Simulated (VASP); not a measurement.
# HgTe (I-4m2) in VASP: a series of runs, part 2 of 2

VASP 6.6.1. Earlier steps stand in the parts before.

### Step 4. Single point, PBEsol (strain -0.025 along x and y, +0.025 along z)

File INCAR:

```
PREC     = Accurate       # precision mode
ENCUT    = 520            # plane-wave cutoff, eV
EDIFF    = 1E-6           # SCF threshold, eV
ISMEAR   = 0              # smearing method
SIGMA    = 0.15           # smearing width, eV
LREAL    = F              # projectors in reciprocal space
LASPH    = T              # aspherical terms in the spheres
NELM     = 80             # most SCF steps
ALGO     = Normal         # electronic algorithm
ISIF     = 2              # what is computed and relaxed
LWAVE    = F              # write WAVECAR
LCHARG   = F              # write CHGCAR
GGA      = PS             # functional
NBANDS   = 16             # bands
```

File KPOINTS:

```
Automatic mesh
0
Gamma
  16 16 16
```

File POSCAR:

```
HgTe
1.0
    0.0000000000      3.1744890708      3.3372833822
    3.1744890708      0.0000000000      3.3372833822
    3.1744890708      3.1744890708      0.0000000000
Hg Te
1 1
Direct
    0.0000000000      0.0000000000      0.0000000000
    0.7500000000      0.7500000000      0.7500000000
```

Potentials or basis: VASP PAW PBE potentials, release 64 (Hg, Te).

Run with:

```sh
$ cat potpaw_PBE.64/Hg/POTCAR potpaw_PBE.64/Te/POTCAR > POTCAR
$ mpirun -np 1 vasp_std > vasp.out
```

OUTCAR:

```text
PREC = Accurate
   ENCUT = 520
   EDIFF = 1E-6
   ISMEAR = 0
   LREAL = F
   LASPH = T
   NELM = 80
   ISIF = 2
   GGA = PS

 ion  position               nearest neighbor table
   1  0.000  0.000  0.000-   2 2.80   2 2.80   2 2.80   2 2.80
   2  0.750  0.750  0.750-   1 2.80   1 2.80   1 2.80   1 2.80

  LATTYP: Found a body centered tetragonal cell.
 ALAT       =     4.4894054975
 C/A-ratio  =     1.4867373348

  Lattice vectors:

 A1 = (  -3.1744890708,   0.0000000000,   3.3372833822)
 A2 = (   3.1744890708,   0.0000000000,   3.3372833822)
 A3 = (   0.0000000000,   3.1744890708,  -3.3372833822)

Analysis of symmetry for initial positions (statically):
=====================================================================
 Subroutine PRICEL returns:
 Original cell was already a primitive cell.

 Routine SETGRP: Setting up the symmetry group for a
 body centered tetragonal supercell.

 Subroutine GETGRP returns: Found  8 space group operations
 (whereof  8 operations were pure point group operations)
 out of a pool of 16 trial point group operations.

The static configuration has the point symmetry D_2d.

Analysis of symmetry for dynamics (positions and initial velocities):
=====================================================================
 Subroutine PRICEL returns:
 Original cell was already a primitive cell.

 Routine SETGRP: Setting up the symmetry group for a
 body centered tetragonal supercell.

 Subroutine GETGRP returns: Found  8 space group operations
 (whereof  8 operations were pure point group operations)
 out of a pool of 16 trial point group operations.

The dynamic configuration has the point symmetry D_2d.

 Subroutine INISYM returns: Found  8 space group operations
 (whereof  8 operations are pure point group operations),
 and found     1 'primitive' translations

----------------------------------------------------------------------------------------

                                     Primitive cell

  volume of cell :      67.2622

  direct lattice vectors                    reciprocal lattice vectors
     0.000000000  3.174489071  3.337283382    -0.157505661  0.157505661  0.149822458
     3.174489071  0.000000000  3.337283382     0.157505661 -0.157505661  0.149822458
     3.174489071  3.174489071  0.000000000     0.157505661  0.157505661 -0.149822458

  length of vectors
     4.605957146  4.605957146  4.489405498     0.268445219  0.268445219  0.268445219

  position of ions in fractional coordinates (direct lattice)
     0.000000000  0.000000000  0.000000000
     0.750000000  0.750000000  0.750000000

  ion indices of the primitive-cell ions
   primitive index   ion index
                 1           1
                 2           2

----------------------------------------------------------------------------------------

 KPOINTS: Automatic mesh

Automatic generation of k-mesh.
 Grid dimensions read from file:
 generate k-points for:   16   16   16

 Generating k-lattice:

  Cartesian coordinates                     Fractional coordinates (reciprocal lattice)
    -0.009844104  0.009844104  0.009363904     0.062500000  0.000000000  0.000000000
     0.009844104 -0.009844104  0.009363904     0.000000000  0.062500000  0.000000000
     0.009844104  0.009844104 -0.009363904     0.000000000  0.000000000  0.062500000

  Length of vectors
     0.016777826  0.016777826  0.016777826

  Shift w.r.t. Gamma in fractional coordinates (k-lattice)
     0.000000000  0.000000000  0.000000000

 Subroutine IBZKPT returns following result:
 ===========================================

 Found    349 irreducible k-points:

 Following reciprocal coordinates:
            Coordinates               Weight
  0.000000  0.000000  0.000000      1.000000
  0.062500  0.000000  0.000000      8.000000
  0.125000  0.000000  0.000000      8.000000
  0.187500  0.000000  0.000000      8.000000
  0.250000  0.000000  0.000000      8.000000
  0.312500  0.000000  0.000000      8.000000
[... 16 lines left out ...]
 -0.125000  0.062500  0.000000      8.000000
 -0.062500  0.062500  0.000000      4.000000
 [... further k-points ...]
   k-points           NKPTS =    349   k-points in BZ     NKDIM =    349   number of bands    NBANDS=     16
   number of dos      NEDOS =    301   number of ions     NIONS =      2
   total plane-waves  NPLWV =  46656
   dimension x,y,z NGX =    36 NGY =   36 NGZ =   36
   dimension x,y,z NGXF=    72 NGYF=   72 NGZF=   72
   ions per type =               1   1
   NGX,Y,Z   is equivalent  to a cutoff of  12.99, 12.99, 13.33 a.u.
   NGXF,Y,Z  is equivalent  to a cutoff of  25.99, 25.99, 26.66 a.u.
 SYSTEM =  unknown system
   PREC   = accura    normal or accurate (medium, high low for compatibility)
   ISTART =      0    job   : 0-new  1-cont  2-samecut
   ICHARG =      2    charge: 1-file 2-atom 10-const
   ISPIN  =      1    spin polarized calculation?
   LNONCOLLINEAR =      F non collinear calculations
   LSORBIT =      F    spin-orbit coupling
   LASPH  =      T    aspherical Exc in radial PAW
   ENCUT  =  520.0 eV  38.22 Ry    6.18 a.u.   8.56  8.56  8.35*2*pi/ulx,y,z
   NELM   =     80;   NELMIN=  2; NELMDL= -5     # of ELM steps
   EDIFF  = 0.1E-05   stopping-criterion for ELM
   LREAL  =      F    real-space projection
   EDIFFG = 0.1E-04   stopping-criterion for IOM
   NSW    =      0    number of steps for IOM
   IBRION =     -1    ionic relax: 0-MD 1-quasi-New 2-CG
   NFREE  =      0    steps in history (QN), initial steepest desc. (CG)
   ISIF   =      2    stress and relaxation
   ISYM   =      2    0-nonsym 1-usesym 2-fastsym
   POTIM  = 0.5000    time-step for ionic-motion
   TEBEG  =    0.0;   TEEND  =   0.0 temperature during run
   PSTRESS=    0.0 pullay stress
   NELECT =      18.0000    total number of electrons
   NUPDOWN=      -1.0000    fix difference up-down
   EMIN   =  10.00;   EMAX   =-10.00  energy-range for DOS
   EFERMI =   0.00;   METHOD = LEGACY
   ISMEAR =     0;   SIGMA  =   0.15  broadening in eV -4-tet -1-fermi 0-gaus
   EFERMI_NEDOS =   21; number of points for ismear=-14 and -15
   IALGO  =     38    algorithm
   IMIX   =      4    mixing-type and parameters
     AMIX     =   0.40;   BMIX     =  1.00
     AMIX_MAG =   1.60;   BMIX_MAG =  1.00
  volume/ion in A,a.u.               =      33.63       226.95
  Fermi-wavevector in a.u.,A,eV,Ry     =   1.054975  1.993613 15.142901  1.112972
  Thomas-Fermi vector in A             =   2.190155
   LORBIT       =      0    0 simple, 1 ext, 2 COOP (PROOUT), +10 PAW based schemes
   GGA     = PS    functional components
   LHFCALC =     F    Hartree Fock is set to
   AEXX    =    0.0000 exact exchange contribution
   IVDW    =     0    specifies the selected vdW correction
   LEPSILON=     F    determine dielectric tensor
   LRPA    =     F    only Hartree local field effects (RPA)
 non-spin polarized calculation
 Gauss-broadening in eV      SIGMA  =   0.15
  energy-cutoff  :      520.00
  volume of cell :       67.26
 maximum number of plane-waves:      1841
   NGX = 17   NGY = 17   NGZ = 17

 number of electron      18.0000000 magnetization

 Free energy of the ion-electron system (eV)
  ---------------------------------------------------
  ext. energy  EPLUGINS =         0.00000000
  ---------------------------------------------------
  free energy    TOTEN  =        -4.36455209 eV

  energy without entropy =       -4.36429579  energy(sigma->0) =       -4.36442394

 E-fermi :   3.1446     XC(G=0):  -8.9578

 val. band max:        3.0487531453   @ k =   0.0000   0.0000   0.0000
 cond. band min:       3.2832276691   @ k =   0.0625   0.0000   0.0000
 fundamental gap:      0.2344745239
 Fermi energy:         3.1446094245

 k-point     1 :       0.0000    0.0000    0.0000
  band No.  band energies     occupation
      1      -9.0555      2.00000
      2      -4.3795      2.00000
      3      -4.3661      2.00000
      4      -4.3661      2.00000
      5      -3.8520      2.00000
      6      -3.8149      2.00000
[... 8 lines left out ...]
     15      12.1279      0.00000
     16      12.3232      0.00000
[... 419 lines left out ...]
 k-point    24 :      -0.0625    0.0625    0.0000
  band No.  band energies     occupation
      1      -9.0013      2.00000
      2      -4.3670      2.00000
      3      -4.3535      2.00000
      4      -4.3457      2.00000
      5      -3.8479      2.00000
      6      -3.8213      2.00000
[... 8 lines left out ...]
     15      11.8213      0.00000
     16      11.9458      0.00000

 [... further k-points ...]

------------------------ aborting loop because EDIFF is reached ----------------------------------------

  FORCE on cell =-STRESS in cart. coord.  units (eV):
  Direction    XX          YY          ZZ          XY          YZ          ZX
  --------------------------------------------------------------------------------------
  -------------------------------------------------------------------------------------
  Total        0.6167649      0.6167649      0.2653820      0.0000000      0.0000000      0.0000000
  in kB       14.6912757     14.6912757      6.3213715      0.0000000      0.0000000      0.0000000
  external PRESSURE =      11.9013076 kB  Pullay stress =       0.0000000 kB

 VOLUME and BASIS-vectors are now :
 -----------------------------------------------------------------------------
  energy-cutoff  :      520.00
  volume of cell :       67.26
      direct lattice vectors                 reciprocal lattice vectors
     0.000000000  3.174489071  3.337283382    -0.157505661  0.157505661  0.149822458
     3.174489071  0.000000000  3.337283382     0.157505661 -0.157505661  0.149822458
     3.174489071  3.174489071  0.000000000     0.157505661  0.157505661 -0.149822458

 POSITION                                       TOTAL-FORCE (eV/Angst)
 -----------------------------------------------------------------------------------
      0.00000      0.00000      0.00000        -0.000000     -0.000000      0.000000
      4.76173      4.76173      5.00593         0.000000      0.000000     -0.000000
 -----------------------------------------------------------------------------------
    total drift:                                0.000000      0.000000     -0.000000

  FREE ENERGIE OF THE ION-ELECTRON SYSTEM (eV)
  ---------------------------------------------------
  free  energy   TOTEN  =        -4.3645520939 eV

  energy  without entropy=       -4.3642957913  energy(sigma->0) =       -4.36442394
```

It took 2.7 min on 1 thread of Intel Xeon Platinum 8488C (Sapphire Rapids), shared host; peak memory 0.51 GiB.

Results:

* Free energy: -4.3646 eV
* Pressure: 1.2 GPa
* Band gap on the k mesh: zero (filled and empty bands touch)

Levels at points of the mesh, in eV from the Fermi level:
```tsv
k point	band 5	band 6	band 7	band 8	band 9	band 10	band 11	band 12	band 13	band 14
(0.00, 0.00, 0.00)	-7.00	-6.96	-0.96	-0.29	-0.10	-0.10	4.03	4.03	4.04	6.15
(0.50, 0.00, 0.00)	-6.96	-6.67	-5.71	-1.28	-1.04	0.46	4.71	4.97	6.59	7.61
(0.50, 0.50, 0.00)	-6.91	-6.59	-5.80	-2.32	-2.32	1.93	2.37	7.73	8.67	8.67
(0.50, 0.00, 0.50)	-6.92	-6.50	-5.55	-2.58	-2.47	1.57	2.14	8.05	8.48	8.73
```

Caveat: the cell differs from its parent crystal (strain -0.025 along x and y, +0.025 along z); semilocal functionals underestimate gaps, and a narrow one can read as zero; the PAW data sets were made with another functional, which shifts forces and pressure a little; spin-orbit coupling is left out, which moves the levels of the heavy elements.

### Step 5. Single point, PBEsol (strain +0.000 along x and y, +0.025 along z)

File INCAR:

```
SYSTEM = HgTe
ALGO = Normal ; EDIFF = 1E-6
ENCUT = 520 ; GGA = PS
ISIF = 2 ; ISMEAR = 0
LASPH = .TRUE. ; LCHARG = .FALSE.
LREAL = .FALSE. ; LWAVE = .FALSE.
NBANDS = 16 ; NELM = 100
PREC = Accurate ; SIGMA = 0.15
```

File KPOINTS:

```
k-points
0
G
  16 16 16
  0 0 0
```

File POSCAR:

```
HgTe
1.0
    0.0000000000      3.2558862265      3.3372833822
    3.2558862265      0.0000000000      3.3372833822
    3.2558862265      3.2558862265      0.0000000000
Hg Te
1 1
Direct
    0.0000000000      0.0000000000      0.0000000000
    0.7500000000      0.7500000000      0.7500000000
```

Potentials or basis: VASP PAW PBE potentials, release 64 (Hg, Te).

Run with:

```sh
$ cat potpaw_PBE.64/Hg/POTCAR potpaw_PBE.64/Te/POTCAR > POTCAR
$ mpirun -np 1 vasp_std > vasp.out
```

OUTCAR:

```text
SYSTEM = HgTe
   EDIFF = 1E-6
   ENCUT = 520
   GGA = PS
   ISIF = 2
   ISMEAR = 0
   LASPH = .TRUE.
   LREAL = .FALSE.
   NELM = 100
   PREC = Accurate

 ion  position               nearest neighbor table
   1  0.000  0.000  0.000-   2 2.84   2 2.84   2 2.84   2 2.84
   2  0.750  0.750  0.750-   1 2.84   1 2.84   1 2.84   1 2.84

  LATTYP: Found a body centered tetragonal cell.
 ALAT       =     4.6045184591
 C/A-ratio  =     1.4495689014

  Lattice vectors:

[... 644 lines left out ...]

  FORCE on cell =-STRESS in cart. coord.  units (eV):
  Direction    XX          YY          ZZ          XY          YZ          ZX
  --------------------------------------------------------------------------------------
  -------------------------------------------------------------------------------------
  Total       -0.3469705     -0.3469705     -0.5362839      0.0000000      0.0000000      0.0000000
  in kB       -7.8567256     -7.8567256    -12.1434995      0.0000000      0.0000000      0.0000000
  external PRESSURE =      -9.2856502 kB  Pullay stress =       0.0000000 kB

 VOLUME and BASIS-vectors are now :
 -----------------------------------------------------------------------------
  energy-cutoff  :      520.00
  volume of cell :       70.76
      direct lattice vectors                 reciprocal lattice vectors
     0.000000000  3.255886226  3.337283382    -0.153568020  0.153568020  0.149822458
     3.255886226  0.000000000  3.337283382     0.153568020 -0.153568020  0.149822458
     3.255886226  3.255886226  0.000000000     0.153568020  0.153568020 -0.149822458

 POSITION                                       TOTAL-FORCE (eV/Angst)
 -----------------------------------------------------------------------------------
      0.00000      0.00000      0.00000        -0.000000     -0.000000      0.000000
      4.88383      4.88383      5.00593         0.000000      0.000000     -0.000000
 -----------------------------------------------------------------------------------
    total drift:                                0.000000      0.000000     -0.000000

  FREE ENERGIE OF THE ION-ELECTRON SYSTEM (eV)
  ---------------------------------------------------
  free  energy   TOTEN  =        -4.3716655780 eV

  energy  without entropy=       -4.3713420528  energy(sigma->0) =       -4.37150382
```

OSZICAR:

```text
N       E                     dE             d eps       ncg     rms          rms(c)
DAV:   1     0.103045583327E+03    0.10305E+03   -0.79195E+03 11264   0.964E+02
DAV:   2    -0.927563751811E+00   -0.10397E+03   -0.96902E+02 12928   0.224E+02
DAV:   3    -0.456470319219E+01   -0.36371E+01   -0.36271E+01 13744   0.435E+01
DAV:   4    -0.459908111176E+01   -0.34378E-01   -0.34376E-01 16648   0.381E+00
DAV:   5    -0.459917603264E+01   -0.94921E-04   -0.94920E-04 14816   0.184E-01    0.691E+00
DAV:   6    -0.438322127212E+01    0.21595E+00   -0.42918E-01 13280   0.877E+00    0.561E+00
DAV:   7    -0.437375429629E+01    0.94670E-02   -0.90962E-02 13368   0.204E+00    0.217E+00
DAV:   8    -0.437188929304E+01    0.18650E-02   -0.89381E-03 12720   0.107E+00    0.527E-01
DAV:   9    -0.437164975499E+01    0.23954E-03   -0.67899E-04 14752   0.291E-01    0.946E-02
DAV:  10    -0.437165980271E+01   -0.10048E-04   -0.76469E-05 13824   0.793E-02    0.465E-02
DAV:  11    -0.437166616193E+01   -0.63592E-05   -0.15156E-05 14384   0.275E-02    0.185E-02
DAV:  12    -0.437166557800E+01    0.58392E-06   -0.23043E-06 12696   0.106E-02
   1 F= -.43716656E+01 E0= -.43715038E+01  d E =-.323525E-03
```

Wall time 2.6 min (1 thread of Intel Xeon Platinum 8488C (Sapphire Rapids), shared host); peak memory 0.52 GiB.

Results:

| Item | Value |
| --- | --- |
| Free energy | -4.3717 eV |
| Pressure | -0.9 GPa |
| Band gap on the k mesh | zero (filled and empty bands touch) |

Levels at points of the mesh, in eV from the Fermi level:
```tsv
k point	band 5	band 6	band 7	band 8	band 9	band 10	band 11	band 12	band 13	band 14
(0.00, 0.00, 0.00)	-6.74	-6.72	-1.05	-0.19	-0.10	-0.10	4.13	4.13	4.14	6.20
(0.50, 0.00, 0.00)	-6.71	-6.46	-5.36	-1.09	-0.98	0.50	4.83	4.96	6.59	7.54
(0.50, 0.50, 0.00)	-6.67	-6.36	-5.42	-2.16	-2.16	1.84	2.44	7.70	8.49	8.49
(0.50, 0.00, 0.50)	-6.68	-6.32	-5.31	-2.29	-2.23	1.67	2.34	7.85	8.41	8.54
```

Caveat: the cell differs from its parent crystal (strain +0.000 along x and y, +0.025 along z); semilocal functionals underestimate gaps, and a narrow one can read as zero; the PAW data sets were made with another functional, which shifts forces and pressure a little; spin-orbit coupling is left out, which moves the levels of the heavy elements.

### Step 6. The runs side by side

| cell | gap on the mesh (eV) | pressure (GPa) |
| --- | --- | --- |
| a = 4.547, b = 4.547, c = 4.489 Å, angles 60.4, 60.4, 59.2°, 2 atoms | none | 2.5 |
| a = 4.547, b = 4.547, c = 4.605 Å, angles 59.6, 59.6, 60.8°, 2 atoms | 0.08 | 1.2 |
| a = 4.606, b = 4.606, c = 4.489 Å, angles 60.8, 60.8, 58.3°, 2 atoms | none | 1.2 |
| a = 4.662, b = 4.662, c = 4.605 Å, angles 60.4, 60.4, 59.2°, 2 atoms | none | -0.9 |

Alike in all rows: task single point; level PBEsol; potentials or basis VASP PAW PBE potentials, release 64 (Hg, Te); no spin polarisation; k mesh 16 × 16 × 16; cutoff (eV) 520; smearing gaussian 0.15 eV.

Caveats: the PAW data sets were made with another functional, which shifts forces and pressure a little; spin-orbit coupling is left out, which moves the levels of the heavy elements; semilocal functionals underestimate gaps, and a narrow one can read as zero (at least some runs); the smearing spreads over this small gap (at least some runs).

Absolute energies hang on the potentials; compare differences alone.

The gap in the log of VASP goes by the Fermi energy; the results here count the filled bands.